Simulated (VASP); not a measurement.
# Mo in VASP: single point with PBE+D3(BJ)

Aim: the single point of Mo with PBE+D3(BJ).

Everything below comes from runs of VASP 6.6.1. Logs are shortened: lines on timing, memory, paths and dates and some standing lists are left out, and cuts for length are marked.

## Step 1: The cell of the first run

The cell holds a slab with vacuum, 20 atoms: a = 6.260 Å, b = 6.260 Å, c = 26.662 Å, α = 90.00°, β = 90.00°, γ = 90.00°.

## Step 2: Single point, PBE+D3(BJ)

File INCAR:

```
SYSTEM = Mo
PREC     = Accurate       ! precision mode
ENCUT    = 520            ! plane-wave cutoff, eV
EDIFF    = 1E-6           ! SCF threshold, eV
ISMEAR   = 0              ! smearing method
SIGMA    = 0.1            ! smearing width, eV
LREAL    = Auto         
LASPH    = .TRUE.         ! aspherical terms in the spheres
NELM     = 80             ! most SCF steps
ALGO     = Fast           ! electronic algorithm
ISIF     = 2              ! what is computed and relaxed
LWAVE    = .FALSE.        ! write WAVECAR
LCHARG   = .TRUE.         ! write CHGCAR
LDIPOL   = .TRUE.       
IDIPOL   = 3            
DIPOL    = 0.5 0.5 0.417
GGA      = PE             ! functional
IVDW     = 12             ! dispersion correction
LELF     = .TRUE.         ! ELF
LVHAR    = .TRUE.       
LVACPOTAV= .TRUE.       
NBANDS   = 156            ! bands
```

File KPOINTS:

```
Automatic mesh
0
G
  3 3 1
  0 0 0
```

File POSCAR:

```
Mo
1.0
    6.2604336893      0.0000000000      0.0000000000
    0.0000000000      6.2604336893      0.0000000000
    0.0000000000      0.0000000000     26.6618336893
Mo
20
Direct
    0.2500000000      0.7500000000      0.3000543808
    0.2500000000      0.2500000000      0.3000543808
    0.7500000000      0.7500000000      0.3000543808
    0.7500000000      0.2500000000      0.3000543808
    0.5000000000      0.5000000000      0.3587565857
    0.5000000000      0.0000000000      0.3587565857
    0.0000000000      0.5000000000      0.3587565857
    0.0000000000      0.0000000000      0.3587565857
    0.7511283228      0.2513801875      0.4168891013
    0.7514486906      0.7495599129      0.4177650736
    0.2496044473      0.2522394893      0.4171689346
    0.2495165380      0.7499845077      0.4169706391
    0.0029241295      0.0006434049      0.4764451438
   -0.0025681950      0.4990719831      0.4769934322
    0.5023366974      0.0037963434      0.4738135275
    0.4971690178      0.5022464549      0.4749130918
    0.2456685204      0.7522890199      0.5318929692
    0.2901902147      0.2391319517      0.5348883243
    0.7237794181      0.7647962875      0.5374666621
    0.7492726333      0.2625358216      0.5332288566
```

Potentials or basis: VASP PAW PBE potentials, release 64 (Mo_sv).

On the command line:

```console
$ cat potpaw_PBE.64/Mo_sv/POTCAR > POTCAR
$ mpirun -np 1 vasp_std > vasp.out
```

OUTCAR:

```text
SYSTEM = Mo
   PREC = Accurate
   ENCUT = 520
   EDIFF = 1E-6
   ISMEAR = 0
   LREAL = Auto
   LASPH = .TRUE.
   NELM = 80
   ISIF = 2
   GGA = PE
   IVDW = 12
 IVDW          = 12

 ion  position               nearest neighbor table
   1  0.250  0.750  0.300-   5 2.71   6 2.71   7 2.71   8 2.71  12 3.12   3 3.13   2 3.13   2 3.13
                             3 3.13
   2  0.250  0.250  0.300-   5 2.71   6 2.71   7 2.71   8 2.71  11 3.12   4 3.13   1 3.13   1 3.13
                             4 3.13
   3  0.750  0.750  0.300-   5 2.71   6 2.71   7 2.71   8 2.71   1 3.13   4 3.13   4 3.13   1 3.13
                            10 3.14
   4  0.750  0.250  0.300-   5 2.71   6 2.71   7 2.71   8 2.71   9 3.12   3 3.13   2 3.13   3 3.13
                             2 3.13
   5  0.500  0.500  0.359-  11 2.70   9 2.70  12 2.71   4 2.71   1 2.71   2 2.71   3 2.71  10 2.72
                            16 3.10   7 3.13   6 3.13   6 3.13   7 3.13
   6  0.500  0.000  0.359-  12 2.71   2 2.71   3 2.71   4 2.71   1 2.71   9 2.71  11 2.72  10 2.72
                            15 3.07   8 3.13   5 3.13   5 3.13   8 3.13
   7  0.000  0.500  0.359-   9 2.69  11 2.70  12 2.70  10 2.71   1 2.71   2 2.71   3 2.71   4 2.71
                             5 3.13   8 3.13   8 3.13   5 3.13  14 3.15
   8  0.000  0.000  0.359-  12 2.70   9 2.70   3 2.71   4 2.71   1 2.71   2 2.71  10 2.71  11 2.71
                             6 3.13   7 3.13   7 3.13   6 3.13  13 3.14
   9  0.751  0.251  0.417-  15 2.67   7 2.69   5 2.70   8 2.70  14 2.71   6 2.71  16 2.72  13 2.73
[... 9 lines left out ...]
  14  0.997  0.499  0.477-  20 2.62  17 2.66  10 2.71   9 2.71  11 2.72  12 2.74  19 2.88  18 2.90
                            13 3.12  16 3.13  16 3.13  13 3.14   7 3.15
  15  0.502  0.004  0.474-  18 2.57  19 2.65   9 2.67  10 2.68  11 2.68  12 2.71  17 2.73  20 2.74
                             6 3.07  16 3.12  13 3.13  13 3.13  16 3.14
  16  0.497  0.502  0.475-  18 2.64  20 2.68  12 2.68  11 2.69  17 2.69  10 2.69   9 2.72  19 2.74
                             5 3.10  15 3.12  14 3.13  14 3.13  15 3.14
  17  0.246  0.752  0.532-  13 2.63  14 2.66  16 2.69  15 2.73  19 3.00  18 3.06  12 3.06  18 3.23
                            19 3.27
  18  0.290  0.239  0.535-  15 2.57  16 2.64  13 2.81  20 2.88  14 2.90  17 3.06  11 3.15  17 3.23
                            20 3.39
  19  0.724  0.765  0.537-  15 2.65  16 2.74  13 2.81  14 2.88  17 3.00  20 3.12  20 3.15  10 3.20
                            17 3.27
  20  0.749  0.263  0.533-  14 2.62  16 2.68  13 2.74  15 2.74  18 2.88   9 3.10  19 3.12  19 3.15
                            18 3.39

  LATTYP: Found a simple tetragonal cell.
 ALAT       =     6.2604336893
 C/A-ratio  =     4.2587838179

  Lattice vectors:

 A1 = (   6.2604336893,   0.0000000000,   0.0000000000)
 A2 = (   0.0000000000,   6.2604336893,   0.0000000000)
 A3 = (   0.0000000000,   0.0000000000,  26.6618336893)

Analysis of symmetry for initial positions (statically):
=====================================================================
 Subroutine PRICEL returns:
 Original cell was already a primitive cell.

 Routine SETGRP: Setting up the symmetry group for a
 simple tetragonal supercell.

 Subroutine GETGRP returns: Found  1 space group operations
 (whereof  1 operations were pure point group operations)
 out of a pool of 16 trial point group operations.

The static configuration has the point symmetry C_1 .

Analysis of symmetry for dynamics (positions and initial velocities):
=====================================================================
 Subroutine PRICEL returns:
 Original cell was already a primitive cell.

 Routine SETGRP: Setting up the symmetry group for a
 simple tetragonal supercell.

 Subroutine GETGRP returns: Found  1 space group operations
 (whereof  1 operations were pure point group operations)
 out of a pool of 16 trial point group operations.

The dynamic configuration has the point symmetry C_1 .

 Subroutine INISYM returns: Found  1 space group operations
 (whereof  1 operations are pure point group operations),
 and found     1 'primitive' translations

----------------------------------------------------------------------------------------

                                     Primitive cell

  volume of cell :    1044.9580

  direct lattice vectors                    reciprocal lattice vectors
     6.260433689  0.000000000  0.000000000     0.159733343  0.000000000  0.000000000
     0.000000000  6.260433689  0.000000000     0.000000000  0.159733343  0.000000000
     0.000000000  0.000000000 26.661833689     0.000000000  0.000000000  0.037506798

  length of vectors
     6.260433689  6.260433689 26.661833689     0.159733343  0.159733343  0.037506798

  position of ions in fractional coordinates (direct lattice)
     0.250000000  0.750000000  0.300054381
     0.250000000  0.250000000  0.300054381
     0.750000000  0.750000000  0.300054381
     0.750000000  0.250000000  0.300054381
     0.500000000  0.500000000  0.358756586
     0.500000000  0.000000000  0.358756586
[... 12 lines left out ...]
     0.723779418  0.764796287  0.537466662
     0.749272633  0.262535822  0.533228857

  ion indices of the primitive-cell ions
   primitive index   ion index
                 1           1
                 2           2
                 3           3
                 4           4
                 5           5
                 6           6
[... 12 lines left out ...]
                19          19
                20          20

----------------------------------------------------------------------------------------

 KPOINTS: Automatic mesh

Automatic generation of k-mesh.
 Grid dimensions read from file:
 generate k-points for:    3    3    1

 Generating k-lattice:

  Cartesian coordinates                     Fractional coordinates (reciprocal lattice)
     0.053244448  0.000000000  0.000000000     0.333333333  0.000000000  0.000000000
     0.000000000  0.053244448  0.000000000     0.000000000  0.333333333  0.000000000
     0.000000000  0.000000000  0.037506798     0.000000000  0.000000000  1.000000000

  Length of vectors
     0.053244448  0.053244448  0.037506798

  Shift w.r.t. Gamma in fractional coordinates (k-lattice)
     0.000000000  0.000000000  0.000000000

 Subroutine IBZKPT returns following result:
 ===========================================

 Found      5 irreducible k-points:

 Following reciprocal coordinates:
            Coordinates               Weight
  0.000000  0.000000  0.000000      1.000000
  0.333333  0.000000  0.000000      2.000000
  0.000000  0.333333  0.000000      2.000000
  0.333333  0.333333  0.000000      2.000000
 -0.333333  0.333333  0.000000      2.000000
   k-points           NKPTS =      5   k-points in BZ     NKDIM =      5   number of bands    NBANDS=    156
   number of dos      NEDOS =    301   number of ions     NIONS =     20
   total plane-waves  NPLWV = 460800
   dimension x,y,z NGX =    48 NGY =   48 NGZ =  200
   dimension x,y,z NGXF=    96 NGYF=   96 NGZF=  400
   ions per type =              20
   NGX,Y,Z   is equivalent  to a cutoff of  12.75, 12.75, 12.47 a.u.
   NGXF,Y,Z  is equivalent  to a cutoff of  25.49, 25.49, 24.94 a.u.
 SYSTEM =  Mo
   PREC   = accura    normal or accurate (medium, high low for compatibility)
   ISTART =      0    job   : 0-new  1-cont  2-samecut
   ICHARG =      2    charge: 1-file 2-atom 10-const
   ISPIN  =      1    spin polarized calculation?
   LNONCOLLINEAR =      F non collinear calculations
   LSORBIT =      F    spin-orbit coupling
   LASPH  =      T    aspherical Exc in radial PAW
   ENCUT  =  520.0 eV  38.22 Ry    6.18 a.u.  11.64 11.64 49.57*2*pi/ulx,y,z
   NELM   =     80;   NELMIN=  2; NELMDL= -5     # of ELM steps
   EDIFF  = 0.1E-05   stopping-criterion for ELM
   LREAL  =      T    real-space projection
   EDIFFG = 0.1E-04   stopping-criterion for IOM
   NSW    =      0    number of steps for IOM
   IBRION =     -1    ionic relax: 0-MD 1-quasi-New 2-CG
   NFREE  =      0    steps in history (QN), initial steepest desc. (CG)
   ISIF   =      2    stress and relaxation
   ISYM   =      2    0-nonsym 1-usesym 2-fastsym
   POTIM  = 0.5000    time-step for ionic-motion
   TEBEG  =    0.0;   TEEND  =   0.0 temperature during run
   PSTRESS=    0.0 pullay stress
   NELECT =     280.0000    total number of electrons
   NUPDOWN=      -1.0000    fix difference up-down
   EMIN   =  10.00;   EMAX   =-10.00  energy-range for DOS
   EFERMI =   0.00;   METHOD = LEGACY
   ISMEAR =     0;   SIGMA  =   0.10  broadening in eV -4-tet -1-fermi 0-gaus
   EFERMI_NEDOS =   21; number of points for ismear=-14 and -15
   IALGO  =     68    algorithm
   IMIX   =      4    mixing-type and parameters
     AMIX     =   0.40;   BMIX     =  1.00
     AMIX_MAG =   1.60;   BMIX_MAG =  1.00
  volume/ion in A,a.u.               =      52.25       352.59
  Fermi-wavevector in a.u.,A,eV,Ry     =   1.055426  1.994466 15.155864  1.113925
  Thomas-Fermi vector in A             =   2.190624
   LORBIT       =      0    0 simple, 1 ext, 2 COOP (PROOUT), +10 PAW based schemes
   GGA     = PE    functional components
   LHFCALC =     F    Hartree Fock is set to
   AEXX    =    0.0000 exact exchange contribution
   IVDW    =    12    specifies the selected vdW correction
   LEPSILON=     F    determine dielectric tensor
   LRPA    =     F    only Hartree local field effects (RPA)
 non-spin polarized calculation
 RMM-DIIS sequential band-by-band and
 Gauss-broadening in eV      SIGMA  =   0.10
  energy-cutoff  :      520.00
  volume of cell :     1044.96
 maximum number of plane-waves:     28159
 NGX is ok and might be reduce to    48
   NGX = 23   NGY = 23   NGZ = 99

 dipolmoment           0.000000      0.000000     -0.001238 electrons x Angstroem

 number of electron     279.9999998 magnetization

 dipolmoment           0.000000      0.000000      0.012591 electrons x Angstroem

 Free energy of the ion-electron system (eV)
  ---------------------------------------------------
  ext. energy  EPLUGINS =         0.00000000
  ---------------------------------------------------
  free energy    TOTEN  =      -201.65161985 eV

  energy without entropy =     -201.51117173  energy(sigma->0) =     -201.58139579

 E-fermi :   1.0499     XC(G=0):  -4.8928

 val. band max:        1.0370774072   @ k =   0.3333   0.0000   0.0000
 cond. band min:       1.0575634695   @ k =   0.0000   0.0000   0.0000
 fundamental gap:      0.0204860624
 Fermi energy:         1.0499327440

 k-point     1 :       0.0000    0.0000    0.0000
  band No.  band energies     occupation
      1     -60.2001      2.00000
      2     -60.0639      2.00000
      3     -60.0312      2.00000
      4     -60.0220      2.00000
      5     -59.9876      2.00000
      6     -59.9047      2.00000
[... 764 lines left out ...]
    151       1.9559      0.00000
    152       2.0038      0.00000
 [bands above 152 left out]

------------------------ aborting loop because EDIFF is reached ----------------------------------------

 Edisp (eV)  -10.07482

 E8    (eV) :    -4.9446

  FORCE on cell =-STRESS in cart. coord.  units (eV):
  Direction    XX          YY          ZZ          XY          YZ          ZX
  --------------------------------------------------------------------------------------
  -------------------------------------------------------------------------------------
  Total     -26.72742   -27.79602   -10.09354    -0.27427    -0.65595    -0.46697
  in kB     -40.97970   -42.61813   -15.47588    -0.42052    -1.00574    -0.71598
  external pressure =      -33.02 kB  Pullay stress =        0.00 kB

 VOLUME and BASIS-vectors are now :
 -----------------------------------------------------------------------------
  energy-cutoff  :      520.00
  volume of cell :     1044.96
      direct lattice vectors                 reciprocal lattice vectors
     6.260433689  0.000000000  0.000000000     0.159733343  0.000000000  0.000000000
     0.000000000  6.260433689  0.000000000     0.000000000  0.159733343  0.000000000
     0.000000000  0.000000000 26.661833689     0.000000000  0.000000000  0.037506798

 POSITION                                       TOTAL-FORCE (eV/Angst)
 -----------------------------------------------------------------------------------
      1.56511      4.69533      8.00000         0.042802      0.032294      1.056470
      1.56511      1.56511      8.00000         0.026142      0.016744      1.043138
      4.69533      4.69533      8.00000        -0.029225      0.029644      1.020522
      4.69533      1.56511      8.00000        -0.002053     -0.008716      1.028017
      3.13022      3.13022      9.56511        -0.017659      0.050049     -1.299473
      3.13022      0.00000      9.56511         0.008168     -0.049284     -1.382955
[... 12 lines left out ...]
      4.53117      4.78796     14.32985        -0.519022      0.110954     -1.519859
      4.69077      1.64359     14.21686        -0.194824     -0.030276     -0.695839
 -----------------------------------------------------------------------------------
    total drift:                                0.001478      0.001762     -0.006250

  FREE ENERGIE OF THE ION-ELECTRON SYSTEM (eV)
  ---------------------------------------------------
  free  energy   TOTEN  =      -211.7264386622 eV

  energy  without entropy=     -211.5859905434  energy(sigma->0) =     -211.65621460

 vacuum level on the upper side and lower side of the slab         5.053         4.995
```

Wall time 1.9 h (1 thread of Oxide Virtual Turin-like, shared host); peak memory 1.1 GiB.

Results:

| Property | Result |
| --- | --- |
| Free energy | -211.7264 eV |
| Largest force | 1.610 eV/Å |
| Band gap on the k mesh | zero (bands 140 and 141 overlap by 0.21 eV) |
| Dispersion energy per atom | -0.504 eV |

Forces on the atoms (eV/Å):
```
Mo   0.043  0.032  1.056
Mo   0.026  0.017  1.043
Mo  -0.029  0.030  1.021
Mo  -0.002 -0.009  1.028
Mo  -0.018  0.050 -1.299
Mo   0.008 -0.049 -1.383
Mo   0.015  0.015 -1.133
Mo  -0.015 -0.007 -1.138
Mo   0.023 -0.056  0.075
Mo   0.067  0.077 -0.100
Mo  -0.110 -0.103 -0.022
Mo  -0.005  0.109 -0.021
Mo  -0.213  0.012  1.061
Mo   0.102  0.207  0.857
Mo   0.054 -0.296  1.438
Mo   0.254  0.154  1.300
Mo   0.077 -0.027 -0.571
Mo   0.437 -0.238 -0.996
Mo  -0.519  0.111 -1.520
Mo  -0.195 -0.030 -0.696
```

Levels at points of the mesh, in eV from the Fermi level:
```tsv
k point	band 138	band 139	band 140	band 141	band 142	band 143	band 144	band 145
(0.00, 0.00, 0.00)	-0.12	-0.10	-0.06	-0.06	-0.02	0.01	0.09	0.56
```

The gap in the log of VASP goes by the Fermi energy; the results here count the filled bands.